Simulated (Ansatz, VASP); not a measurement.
CdS: VASP beside Ansatz

```xyz
4
Lattice="4.1892 0.0000 0.0000 -2.0946 3.6280 0.0000 0.0000 0.0000 6.8378" Properties=species:S:1:pos:R:3 pbc="T T T"
Cd    0.0000    2.4186    0.0000
Cd    2.0946    1.2093    3.4189
S     0.0000    2.4186    2.6326
S     2.0946    1.2093    6.0515
```

Change from the starting cell: volume scaled by 1.04, crystal datasets.

Alike in both runs: task electric field gradients; functional LDA; k mesh 8 × 8 × 4; occupations fermi-dirac, width 0.02 eV; no spin polarisation.

|  | VASP | Ansatz |
| --- | --- | --- |
| version | VASP 6.6.1 | Ansatz 0.2.0 |
| potentials or method | VASP PAW LDA potentials, release 64 (Cd, S), cutoff 520 eV | all-electron PAW with datasets made for the crystal, scalar-relativistic |

Ansatz gave:

| Quantity | Value |
| --- | --- |
| gap on the k mesh at the Fermi level (eV) | 0.86 |
| pressure (GPa) | -4.7 |
| traceless stress, the component that is largest in VASP (GPa) | -0.88 |
| rms of the force components (eV/Å) | 0.115 |
| size of Vzz on the site where it differs most (V/Å²) | 30.1 |

**Question.** Estimate VASP's values.

**Answer.** gap on the k mesh at the Fermi level (eV): 0.88; pressure (GPa): -4.3; traceless stress, the component that is largest in VASP (GPa): -0.94; rms of the force components (eV/Å): 0.121; size of Vzz on the site where it differs most (V/Å²): 33.9.

LDA's correlation is that of Perdew and Zunger in VASP and of Perdew and Wang (1992) in Ansatz. Atom by atom the forces differ by 0.005 eV/Å (rms over components). Ansatz ran all-electron here, and VASP with PAW potentials.
